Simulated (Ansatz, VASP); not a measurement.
SnO2: VASP beside Ansatz

```xyz
3
Lattice="1.6168 0.9334 4.7871 -1.6168 0.9334 4.7871 0.0000 -1.8669 4.7871" Properties=species:S:1:pos:R:3 pbc="T T T"
Sn    0.0000    0.0000    7.1806
O     0.0000    0.0000    3.3732
O     0.0000    0.0000   10.9881
```

Alike in both runs: task single point; functional PBE; k mesh 12 × 12 × 12; occupations gaussian, width 0.05 eV; no spin polarisation.

|  | VASP | Ansatz |
| --- | --- | --- |
| version | VASP 6.6.1 | Ansatz 0.2.0 |
| potentials or method | VASP PAW PBE potentials, release 64 (Sn_d, O), cutoff 520 eV | scalar-relativistic, plane waves, PAW |
| valence electrons in the cell | 26 | 26 |

|  | VASP | Ansatz | Ansatz less VASP |
| --- | --- | --- | --- |
| gap on the k mesh at the Fermi level (eV) | 1.99 | 2.01 | +0.021 |
| least direct gap on the mesh (eV) | 2.18 | 2.20 | +0.015 |
| pressure (GPa) | 2.9 | 2.3 | -0.63 |
| traceless stress, the component that is largest in VASP (GPa) | -0.11 | 0.30 | +0.410 |
| rms of the force components (eV/Å) | 0.191 | 0.164 | -0.0266 |

Atom by atom the forces differ by 0.027 eV/Å (rms over components).
